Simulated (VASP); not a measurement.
LaBe, 8 atoms in the cell. It takes space group Pnma (No. 62, orthorhombic). Conventional cell: a = 7.939 Å, b = 3.780 Å, c = 5.703 Å, α = 90.00°, β = 90.00°, γ = 90.00°. Within 3.9 Å of La (site symmetry m) lie 7 Be at 2.98 to 3.12 Å and 8 La at 3.60 to 3.78 Å. Be (site symmetry m) has 2 Be at 2.31 Å and 7 La at 2.98 to 3.12 Å within 3.2 Å. 

```yaml
Program: VASP 6.6.1
Task: single point
Functional: PBE
Potentials_or_basis: VASP PAW PBE potentials, release 64 (La, Be)
Cutoff: 520 eV
k_mesh: 4 × 7 × 5
Occupations: gaussian, width 0.0197 eV
Spin: no spin polarisation
Dipole_correction: no
k_mesh_for_the_DOS: 6 × 11 × 8
Occupations_for_the_DOS: tetrahedron
Further_INCAR_settings: ALGO = Normal; EDIFF = 1e-06
```

Potentials or basis: VASP PAW PBE potentials, release 64 (La, Be).

Run with:

```sh
$ cat potpaw_PBE.64/La/POTCAR potpaw_PBE.64/Be/POTCAR > POTCAR
$ cp INCAR.step1 INCAR
$ cp KPOINTS.step1 KPOINTS
$ mpirun -np 1 vasp_std > vasp.out
$ cp INCAR.step2 INCAR
$ cp KPOINTS.step2 KPOINTS
$ mpirun -np 1 vasp_std > vasp.out
```

Hardware: 1 thread of AMD EPYC 9R45 96-Core Processor (Zen 5) (shared host).

Problem. Estimate the wall time of this run.

Solution. Run time: 12 min on 1 thread of AMD EPYC 9R45 96-Core Processor (Zen 5) (shared host), peak memory 0.64 GiB. Counts: k points 120.
